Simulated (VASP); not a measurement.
# Sn4F (Pm-3m) in VASP: a series of runs

The runs below take Sn4F through single point, relaxation of cell and atoms, with PBE.

Program: VASP 6.6.1. These are calculated values, not measurements. Logs are shortened: lines on timing, memory, paths and dates and some standing lists are left out, and cuts for length are marked.

### 1 The cell of the first run

The structure is cubic, space group Pm-3m (No. 221). Conventional cell: a = 5.060 Å, b = 5.060 Å, c = 5.060 Å, α = 90.00°, β = 90.00°, γ = 90.00°. Sn (site symmetry 4/mmm) has 2 F at 2.53 Å within 3.3 Å. Sn (site symmetry m-3m) has 12 Sn at 3.58 Å and 8 F at 4.38 Å within 4.7 Å. Within 3.3 Å of F (site symmetry m-3m) lie 6 Sn at 2.53 Å.

### 2 Single point, PBE

The input, INCAR:

```
ALGO = Normal
EDIFF = 1E-6
ENCUT = 520
GGA = PE
ISIF = 2
ISMEAR = 0
LASPH = T
LCHARG = F
LREAL = F
LWAVE = F
NBANDS = 40
NELM = 100
PREC = Accurate
SIGMA = 0.1
```

The input, KPOINTS:

```
k-points
0
Gamma
  8 8 8
```

The input, POSCAR:

```
Sn4F
1.0
    5.0595935545      0.0000000000      0.0000000000
    0.0000000000      5.0595935545      0.0000000000
    0.0000000000      0.0000000000      5.0595935545
Sn F
4 1
Direct
    0.0000000000      0.5000000000      0.5000000000
    0.5000000000      0.0000000000      0.5000000000
    0.5000000000      0.5000000000      0.0000000000
    0.0000000000      0.0000000000      0.0000000000
    0.5000000000      0.5000000000      0.5000000000
```

Potentials or basis: VASP PAW PBE potentials, release 64 (Sn_d, F).

Command:

```sh
cat potpaw_PBE.64/Sn_d/POTCAR potpaw_PBE.64/F/POTCAR > POTCAR
mpirun -np 1 vasp_std > vasp.out
```

OUTCAR:

```text
EDIFF = 1E-6
   ENCUT = 520
   GGA = PE
   ISIF = 2
   ISMEAR = 0
   LASPH = T
   LREAL = F
   NELM = 100
   PREC = Accurate

 ion  position               nearest neighbor table
   1  0.000  0.500  0.500-   5 2.53   5 2.53   4 3.58   2 3.58   3 3.58   4 3.58   2 3.58   4 3.58
                             4 3.58   2 3.58   3 3.58   3 3.58   3 3.58   2 3.58
   2  0.500  0.000  0.500-   5 2.53   5 2.53   4 3.58   1 3.58   3 3.58   4 3.58   1 3.58   3 3.58
                             3 3.58   3 3.58   1 3.58   4 3.58   4 3.58   1 3.58
   3  0.500  0.500  0.000-   5 2.53   5 2.53   4 3.58   1 3.58   1 3.58   2 3.58   2 3.58   2 3.58
                             4 3.58   2 3.58   1 3.58   4 3.58   1 3.58   4 3.58
   4  0.000  0.000  0.000-   1 3.58   2 3.58   3 3.58   1 3.58   2 3.58   1 3.58   3 3.58   1 3.58
                             2 3.58   3 3.58   2 3.58   3 3.58
   5  0.500  0.500  0.500-   1 2.53   2 2.53   3 2.53   3 2.53   2 2.53   1 2.53

  LATTYP: Found a simple cubic cell.
 ALAT       =     5.0595935545

  Lattice vectors:

 A1 = (   5.0595935545,   0.0000000000,   0.0000000000)
 A2 = (   0.0000000000,   5.0595935545,   0.0000000000)
 A3 = (   0.0000000000,   0.0000000000,   5.0595935545)

Analysis of symmetry for initial positions (statically):
=====================================================================
 Subroutine PRICEL returns:
 Original cell was already a primitive cell.

 Routine SETGRP: Setting up the symmetry group for a
 simple cubic supercell.

 Subroutine GETGRP returns: Found 48 space group operations
 (whereof 48 operations were pure point group operations)
 out of a pool of 48 trial point group operations.

The static configuration has the point symmetry O_h .

Analysis of symmetry for dynamics (positions and initial velocities):
=====================================================================
 Subroutine PRICEL returns:
 Original cell was already a primitive cell.

 Routine SETGRP: Setting up the symmetry group for a
 simple cubic supercell.

 Subroutine GETGRP returns: Found 48 space group operations
 (whereof 48 operations were pure point group operations)
 out of a pool of 48 trial point group operations.

The dynamic configuration has the point symmetry O_h .

 Subroutine INISYM returns: Found 48 space group operations
 (whereof 48 operations are pure point group operations),
 and found     1 'primitive' translations

----------------------------------------------------------------------------------------

[... 96 lines left out ...]
   ENCUT  =  520.0 eV  38.22 Ry    6.18 a.u.   9.41  9.41  9.41*2*pi/ulx,y,z
   NELM   =    100;   NELMIN=  2; NELMDL= -5     # of ELM steps
   EDIFF  = 0.1E-05   stopping-criterion for ELM
   LREAL  =      F    real-space projection
   EDIFFG = 0.1E-04   stopping-criterion for IOM
   NSW    =      0    number of steps for IOM
   IBRION =     -1    ionic relax: 0-MD 1-quasi-New 2-CG
   NFREE  =      0    steps in history (QN), initial steepest desc. (CG)
   ISIF   =      2    stress and relaxation
   ISYM   =      2    0-nonsym 1-usesym 2-fastsym
   POTIM  = 0.5000    time-step for ionic-motion
   TEBEG  =    0.0;   TEEND  =   0.0 temperature during run
   PSTRESS=    0.0 pullay stress
   NELECT =      63.0000    total number of electrons
   NUPDOWN=      -1.0000    fix difference up-down
   EMIN   =  10.00;   EMAX   =-10.00  energy-range for DOS
   EFERMI =   0.00;   METHOD = LEGACY
   ISMEAR =     0;   SIGMA  =   0.10  broadening in eV -4-tet -1-fermi 0-gaus
   EFERMI_NEDOS =   21; number of points for ismear=-14 and -15
   IALGO  =     38    algorithm
   IMIX   =      4    mixing-type and parameters
     AMIX     =   0.40;   BMIX     =  1.00
     AMIX_MAG =   1.60;   BMIX_MAG =  1.00
  volume/ion in A,a.u.               =      25.90       174.81
  Fermi-wavevector in a.u.,A,eV,Ry     =   1.287477  2.432978 22.552967  1.657596
  Thomas-Fermi vector in A             =   2.419489
   LORBIT       =      0    0 simple, 1 ext, 2 COOP (PROOUT), +10 PAW based schemes
   GGA     = PE    functional components
   LHFCALC =     F    Hartree Fock is set to
   AEXX    =    0.0000 exact exchange contribution
   IVDW    =     0    specifies the selected vdW correction
   LEPSILON=     F    determine dielectric tensor
   LRPA    =     F    only Hartree local field effects (RPA)
 non-spin polarized calculation
 Gauss-broadening in eV      SIGMA  =   0.10
  energy-cutoff  :      520.00
  volume of cell :      129.52
 maximum number of plane-waves:      3532
 NGX is ok and might be reduce to    40
   NGX = 19   NGY = 19   NGZ = 19

 number of electron      63.0000071 magnetization

 Free energy of the ion-electron system (eV)
  ---------------------------------------------------
  ext. energy  EPLUGINS =         0.00000000
  ---------------------------------------------------
  free energy    TOTEN  =       -18.92358937 eV

  energy without entropy =      -18.90771613  energy(sigma->0) =      -18.91565275

 E-fermi :   6.8110     XC(G=0):  -9.9010

 val. band max:        6.7973335193   @ k =   0.5000   0.2500   0.1250
 cond. band min:       6.8641120921   @ k =   0.3750   0.0000   0.0000
 fundamental gap:      0.0667785728
 Fermi energy:         6.8109692861

 k-point     1 :       0.0000    0.0000    0.0000
  band No.  band energies     occupation
      1     -18.3397      2.00000
      2     -15.0704      2.00000
      3     -15.0704      2.00000
      4     -15.0704      2.00000
      5     -15.0080      2.00000
      6     -15.0080      2.00000
[... 1021 lines left out ...]
     39      11.3182      0.00000
     40      11.5219      0.00000

 [... further k-points ...]
[... 5 lines left out ...]
  --------------------------------------------------------------------------------------
  -------------------------------------------------------------------------------------
  Total       -0.0468234     -0.0468234     -0.0468234      0.0000000      0.0000000     -0.0000000
  in kB       -0.5791976     -0.5791976     -0.5791976      0.0000000      0.0000000     -0.0000000
  external PRESSURE =      -0.5791976 kB  Pullay stress =       0.0000000 kB

 VOLUME and BASIS-vectors are now :
 -----------------------------------------------------------------------------
  energy-cutoff  :      520.00
  volume of cell :      129.52
      direct lattice vectors                 reciprocal lattice vectors
     5.059593555  0.000000000  0.000000000     0.197644334  0.000000000  0.000000000
     0.000000000  5.059593555  0.000000000     0.000000000  0.197644334  0.000000000
     0.000000000  0.000000000  5.059593555     0.000000000  0.000000000  0.197644334

 POSITION                                       TOTAL-FORCE (eV/Angst)
 -----------------------------------------------------------------------------------
      0.00000      2.52980      2.52980         0.000000      0.000000      0.000000
      2.52980      0.00000      2.52980         0.000000      0.000000      0.000000
      2.52980      2.52980      0.00000         0.000000      0.000000      0.000000
      0.00000      0.00000      0.00000         0.000000      0.000000      0.000000
      2.52980      2.52980      2.52980         0.000000      0.000000      0.000000
 -----------------------------------------------------------------------------------
    total drift:                               -0.000000      0.000000     -0.000000

  FREE ENERGIE OF THE ION-ELECTRON SYSTEM (eV)
  ---------------------------------------------------
  free  energy   TOTEN  =       -18.9235893669 eV

  energy  without entropy=      -18.9077161291  energy(sigma->0) =      -18.91565275
```

stdout:

```text
POSCAR found type information on POSCAR SnF
 POSCAR found :  2 types and       5 ions
 scaLAPACK will be used
 LDA part: xc-table for (Slater+PW92), standard interpolation
 POSCAR, INCAR and KPOINTS ok, starting setup
 FFT: planning ... GRIDC
 FFT: planning ... GRID_SOFT
 FFT: planning ... GRID
 WAVECAR not read
 entering main loop
```

Run time: 88 s. Hardware: 1 thread of AMD EPYC 9R45 (Zen 5), shared host; peak memory 0.28 GiB.

What came out:

| Property | Result |
| --- | --- |
| Free energy | -18.9236 eV |
| Pressure | -0.1 GPa |

Levels at points of the mesh, in eV from the Fermi level:
```csv
k point,band 30,band 31,band 32,band 33,band 34,band 35
"(0.00, 0.00, 0.00)",-2.21,-2.21,1.61,1.61,1.61,3.11
"(0.50, 0.00, 0.00)",-1.51,-0.27,-0.27,-0.12,1.10,2.11
"(0.50, 0.50, 0.00)",-0.78,-0.78,-0.07,-0.07,0.16,0.36
"(0.50, 0.50, 0.50)",-3.94,-3.94,-1.92,4.13,4.13,4.59
```

Caveat: spin-orbit coupling is left out, which moves the levels of the heavy elements; an odd number of electrons without spin polarisation forces a metal; a magnetic or distorted state may lie lower.

[end of part 1 of 2]
